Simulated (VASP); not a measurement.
Here is a VASP 6.6.1 calculation.

File INCAR:

```
PREC = Accurate
ENCUT = 600
EDIFF = 1E-6
ISMEAR = 0
SIGMA = 0.01
LREAL = False
LASPH = True
NELM = 120
ALGO = Normal
ISIF = 2
LWAVE = False
LCHARG = False
GGA = PE
NBANDS = 37
GGA_COMPAT = False
```

File KPOINTS:

```
regular mesh
0
Gamma
  3 3 3
```

The input POSCAR:

```
Cu2O
1.0
    4.2700000000      0.0000000000      0.0000000000
    0.0000000000      4.2700000000      0.0000000000
    0.0000000000      0.0000000000      4.2700000000
Cu O
4 2
Direct
    0.2500000000      0.2500000000      0.2500000000
    0.2500000000      0.7500000000      0.7500000000
    0.7500000000      0.2500000000      0.7500000000
    0.7500000000      0.7500000000      0.2500000000
    0.0000000000      0.0000000000      0.0000000000
    0.5000000000      0.5000000000      0.5000000000
```

Potentials or basis: VASP PAW PBE potentials, release 64 (Cu, O).

Run with:

```bash
$ cat potpaw_PBE.64/Cu/POTCAR potpaw_PBE.64/O/POTCAR > POTCAR
$ mpirun -np 1 vasp_std > vasp.out
```

Predict the pressure.

3.5 GPa.

Estimate the band gap on the k mesh.

0.52 eV, direct.

Caveat: the k points lie up to 0.49 Å⁻¹ apart. PBE gaps usually lie below the measured ones, often by a third to a half.
